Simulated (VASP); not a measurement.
The system is Pt.

```xyz
1
Lattice="1.5550 1.5550 1.5550 -1.5550 1.5550 1.5550 -1.5550 -1.5550 1.5550" Properties=species:S:1:pos:R:3 pbc="T T T"
Pt    0.0000    0.0000    0.0000
```

This isn't the form of Pt at room conditions, which is fcc.

| Quantity | Value |
| --- | --- |
| Program | VASP 6.6.1 |
| Task | relaxation of cell and atoms |
| Functional | PBE |
| Potentials or basis | VASP PAW PBE potentials, release 64 (Pt) |
| Cutoff | 600 eV |
| k mesh | 20 × 20 × 20 |
| Occupations | methfessel-paxton, width 0.05 eV |
| Spin | no spin polarisation |

At the start: pressure 13.4 GPa; volume 15.04 Å³/atom.

**Question.** How do energy, volume and symmetry change on relaxing?

**Answer.** Over 4 steps the energy falls by 29.8 meV/atom and the volume is 15.80 Å³/atom (+5.0 %); space group Im-3m (No. 229, to 0.1 Å) before and after.

The path:
| step | energy change (eV) | largest force (eV/Å) | pressure (GPa) | volume (Å³) |
| --- | --- | --- | --- | --- |
| 1 | 0.0000 | 0.0000 | 13.37 | 15.04 |
| 2 | 0.1361 | 0.0000 | -21.54 | 17.94 |
| 3 | -0.0297 | 0.0000 | -0.58 | 15.83 |
| 4 | -0.0298 | 0.0000 | -0.06 | 15.80 |

Final structure:
```cif
data_structure
_symmetry_space_group_name_H-M 'P 1'
_symmetry_Int_Tables_number 1
_cell_length_a 2.7378
_cell_length_b 2.7378
_cell_length_c 2.7378
_cell_angle_alpha 70.529
_cell_angle_beta 109.471
_cell_angle_gamma 70.529
_cell_volume 15.80
loop_
_atom_site_label
_atom_site_type_symbol
_atom_site_fract_x
_atom_site_fract_y
_atom_site_fract_z
_atom_site_occupancy
Pt1 Pt 0.00000 0.00000 0.00000 1
```
